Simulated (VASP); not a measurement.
# MoS2 (P3m1) in VASP: a series of runs, part 2 of 2

VASP 6.6.1.

## 3. Single point, r2SCAN (all S atoms moved +0.150 Å, as atom 2 along Cartesian [0 0 1])

POSCAR reads:

```
MoS2
1.0
    3.2262370499      0.0000000000      0.0000000000
   -1.6131185250      2.7940032439      0.0000000000
    0.0000000000      0.0000000000      6.2737631201
Mo S
1 2
Direct
    0.0000000000      0.0000000000      0.5000000000
    0.3333333333      0.6666666667      0.2773052933
    0.6666666667      0.3333333333      0.7705128971
```

INCAR.step1 reads:

```
  PREC = Accurate
  ENCUT = 520
  ISMEAR = 0
  SIGMA = 0.15
  LREAL = False
  LASPH = True
  NELM = 80
  NBANDS = 20
  GGA = PE
  ALGO = Normal
  EDIFF = 1E-4
  LWAVE = True
  LCHARG = False
```

INCAR.step2 reads:

```
  PREC = Accurate
  ENCUT = 520
  EDIFF = 1E-6
  ISMEAR = 0
  SIGMA = 0.15
  LREAL = False
  LASPH = True
  NELM = 80
  ALGO = Normal
  ISIF = 2
  LWAVE = False
  LCHARG = False
  METAGGA = R2SCAN
  LMIXTAU = True
  NBANDS = 20
  ISTART = 1
```

KPOINTS reads:

```
regular mesh
0
Gamma
  18 18 8
```

Potentials or basis: VASP PAW PBE potentials, release 64 (Mo_sv, S).

Launch:

```sh
$ cat potpaw_PBE.64/Mo_sv/POTCAR potpaw_PBE.64/S/POTCAR > POTCAR
$ cp INCAR.step1 INCAR
$ mpirun -np 1 vasp_std > vasp.out
$ cp INCAR.step2 INCAR
$ mpirun -np 1 vasp_std > vasp.out
```

OUTCAR:

```text
PREC = Accurate
   ENCUT = 520
   EDIFF = 1E-6
   ISMEAR = 0
   LREAL = False
   LASPH = True
   NELM = 80
   ISIF = 2
   METAGGA = R2SCAN
   ISTART = 1

 ion  position               nearest neighbor table
   1  0.000  0.000  0.500-   2 2.33   2 2.33   2 2.33   3 2.52   3 2.52   3 2.52
   2  0.333  0.667  0.277-   1 2.33   1 2.33   1 2.33
   3  0.667  0.333  0.771-   1 2.52   1 2.52   1 2.52

  LATTYP: Found a hexagonal cell.
[... 747 lines left out ...]

  FORCE on cell =-STRESS in cart. coord.  units (eV):
  Direction    XX          YY          ZZ          XY          YZ          ZX
  --------------------------------------------------------------------------------------
  -------------------------------------------------------------------------------------
  Total        0.7125396      0.7125396      0.2098324     -0.0000000      0.0000000      0.0000000
  in kB       20.1868373     20.1868373      5.9447271     -0.0000000      0.0000000      0.0000000
  external PRESSURE =      15.4394672 kB  Pullay stress =       0.0000000 kB

 VOLUME and BASIS-vectors are now :
 -----------------------------------------------------------------------------
  energy-cutoff  :      520.00
  volume of cell :       56.55
      direct lattice vectors                 reciprocal lattice vectors
     3.226237050  0.000000000  0.000000000     0.309958625  0.178954696  0.000000000
    -1.613118525  2.794003244  0.000000000     0.000000000  0.357909391  0.000000000
     0.000000000  0.000000000  6.273763120     0.000000000  0.000000000  0.159393968

 POSITION                                       TOTAL-FORCE (eV/Angst)
 -----------------------------------------------------------------------------------
      0.00000      0.00000      3.13688         0.000000     -0.000000      3.225742
     -0.00000      1.86267      1.73975         0.000000      0.000000     -1.862507
      1.61312      0.93133      4.83402        -0.000000      0.000000     -1.363234
 -----------------------------------------------------------------------------------
    total drift:                               -0.000000     -0.000000     -0.000009

  FREE ENERGIE OF THE ION-ELECTRON SYSTEM (eV)
  ---------------------------------------------------
  free  energy   TOTEN  =       -43.9131923954 eV

  energy  without entropy=      -43.9006533177  energy(sigma->0) =      -43.90692286
```

OUTCAR.step1:

```text
PREC = Accurate
   ENCUT = 520
   ISMEAR = 0
   LREAL = False
   LASPH = True
[... 777 lines left out ...]
      0.00000      0.00000      3.13688         0.000000      0.000000      3.147753
     -0.00000      1.86267      1.73975         0.000000     -0.000000     -2.015554
      1.61312      0.93133      4.83402        -0.000000     -0.000000     -1.132198
 -----------------------------------------------------------------------------------
    total drift:                               -0.000000      0.000000      0.002618

  FREE ENERGIE OF THE ION-ELECTRON SYSTEM (eV)
  ---------------------------------------------------
  free  energy   TOTEN  =       -20.7674757187 eV

  energy  without entropy=      -20.7538087943  energy(sigma->0) =      -20.76064226
```

Wall time 6.1 min (1 thread of Intel Xeon 6975P-C (Granite Rapids), shared host); peak memory 0.38 GiB.

Results:

```yaml
Free_energy: -43.9132 eV
Pressure: 1.5 GPa
Largest_force: 3.226 eV/Å
Band_gap_on_the_k_mesh: zero (bands 13 and 14 overlap by 0.97 eV)
```

Forces in eV/Å, atoms in the order of the input:
```
Mo   0.000  0.000  3.226
S    0.000  0.000 -1.863
S    0.000  0.000 -1.363
```

Caveat: the cell differs from its parent crystal (all S atoms moved +0.150 Å, as atom 2 along Cartesian [0 0 1]); the PAW data sets were made with another functional, which shifts forces and pressure a little.

## 4. Single point, r2SCAN (all S atoms moved +0.175 Å, as atom 2 along Cartesian [0 0 1])

POSCAR reads:

```
MoS2
1.0
    3.2262370499      0.0000000000      0.0000000000
   -1.6131185250      2.7940032439      0.0000000000
    0.0000000000      0.0000000000      6.2737631201
Mo S
1 2
Direct
    0.0000000000      0.0000000000      0.5000000000
    0.3333333333      0.6666666667      0.2812901426
    0.6666666667      0.3333333333      0.7744977464
```

INCAR.step1 reads:

```
PREC     = Accurate       # precision mode
ENCUT    = 520            # plane-wave cutoff, eV
ISMEAR   = 0              # smearing method
SIGMA    = 0.15           # smearing width, eV
LREAL    = F              # projectors in reciprocal space
LASPH    = T              # aspherical terms in the spheres
NELM     = 100            # most SCF steps
NBANDS   = 20             # bands
GGA      = PE             # functional
ALGO     = Normal         # electronic algorithm
EDIFF    = 1E-4           # SCF threshold, eV
LWAVE    = T              # write WAVECAR
LCHARG   = F              # write CHGCAR
```

INCAR.step2 reads:

```
PREC     = Accurate       # precision mode
ENCUT    = 520            # plane-wave cutoff, eV
EDIFF    = 1E-7           # SCF threshold, eV
ISMEAR   = 0              # smearing method
SIGMA    = 0.15           # smearing width, eV
LREAL    = F              # projectors in reciprocal space
LASPH    = T              # aspherical terms in the spheres
NELM     = 100            # most SCF steps
ALGO     = Normal         # electronic algorithm
ISIF     = 2              # what is computed and relaxed
LWAVE    = F              # write WAVECAR
LCHARG   = F              # write CHGCAR
METAGGA  = R2SCAN         # meta-GGA
LMIXTAU  = T            
NBANDS   = 20             # bands
ISTART   = 1
```

KPOINTS is that of step 3.

Launch:

```sh
$ cat potpaw_PBE.64/Mo_sv/POTCAR potpaw_PBE.64/S/POTCAR > POTCAR
$ cp INCAR.step1 INCAR
$ mpirun -np 1 vasp_std > vasp.out
$ cp INCAR.step2 INCAR
$ mpirun -np 1 vasp_std > vasp.out
```

It took 21 min on 1 thread of AMD EPYC 7R43 (Zen 3), shared host; peak memory 0.35 GiB.

The run converged. Its results:

- Free energy: -43.8267 eV
- Pressure: 2.1 GPa
- Largest force: 3.686 eV/Å
- Band gap on the k mesh: zero (bands 13 and 14 overlap by 0.90 eV)

Forces on the atoms (eV/Å):
```
Mo   0.000  0.000  3.686
S    0.000  0.000 -2.168
S    0.000  0.000 -1.519
```

Stress tensor (GPa, compression positive):
```
2.73 0.00 0.00
0.00 2.73 0.00
0.00 0.00 0.75
```

Levels at points of the mesh, in eV from the Fermi level:
```csv
k point,band 10,band 11,band 12,band 13,band 14,band 15,band 16,band 17
"(0.00, 0.00, 0.00)",-2.42,-1.01,-1.01,-0.45,-0.24,-0.24,3.46,3.46
"(0.50, 0.00, 0.00)",-4.52,-3.46,-1.78,-1.61,0.98,1.74,3.72,3.81
"(0.00, 0.00, 0.50)",-3.85,-1.02,-1.02,-0.31,-0.31,0.19,3.64,3.64
"(0.50, 0.00, 0.50)",-4.57,-2.88,-1.76,-1.62,0.98,1.74,3.46,4.09
```

Caveat: the cell differs from its parent crystal (all S atoms moved +0.175 Å, as atom 2 along Cartesian [0 0 1]); the PAW data sets were made with another functional, which shifts forces and pressure a little.

## 5. The runs side by side

```csv
cell,gap on the mesh (eV),pressure (GPa),largest force (eV/Å)
"as given, atomic positions A",none,2.7,4.11
"as given, atomic positions B",none,1.5,3.23
"as given, atomic positions C",none,2.1,3.69
```

Alike in all rows: task single point; level r2SCAN; potentials or basis VASP PAW PBE potentials, release 64 (Mo_sv, S); no spin polarisation; k mesh 18 × 18 × 8; cutoff (eV) 520; smearing gaussian 0.15 eV.

Caveats: the PAW data sets were made with another functional, which shifts forces and pressure a little.

Total energies depend on the potentials used, so only differences within one code and one set of settings carry meaning.
